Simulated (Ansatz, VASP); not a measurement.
**SrB: VASP beside Ansatz**

```xyz
8
Lattice="5.6840 0.0000 0.0000 0.0000 5.6840 0.0000 0.0000 0.0000 5.6840" Properties=species:S:1:pos:R:3 pbc="T T T"
Sr    1.1139    1.1139    1.1139
Sr    1.7281    4.5700    3.9559
Sr    3.9559    1.7281    4.5700
Sr    4.5700    3.9559    1.7281
B     4.6787    4.6787    4.6787
B     3.8472    1.0052    1.8368
B     1.8368    3.8472    1.0052
B     1.0052    1.8368    3.8472
```

Alike in both runs: functional PBE; k mesh 4 × 4 × 4; occupations gaussian, width 0.1 eV; no spin polarisation.

Ansatz relaxed the structure, and its values are those at the end. VASP's run is a single point on that final structure, the one shown.

|  | VASP | Ansatz |
| --- | --- | --- |
| version | VASP 6.6.1 | Ansatz 0.2.0 |
| potentials or method | VASP PAW PBE potentials, release 64 (Sr_sv, B), cutoff 520 eV | scalar-relativistic, plane waves, PAW |
| valence electrons in the cell | 52 | 52 |

|  | VASP | Ansatz | Ansatz less VASP |
| --- | --- | --- | --- |
| gap on the k mesh at the Fermi level (eV) | none | none | - |
| pressure (GPa) | 0.3 | 0.1 | -0.13 |

A gap of «none» marks a metal or a gap that the smearing closes.
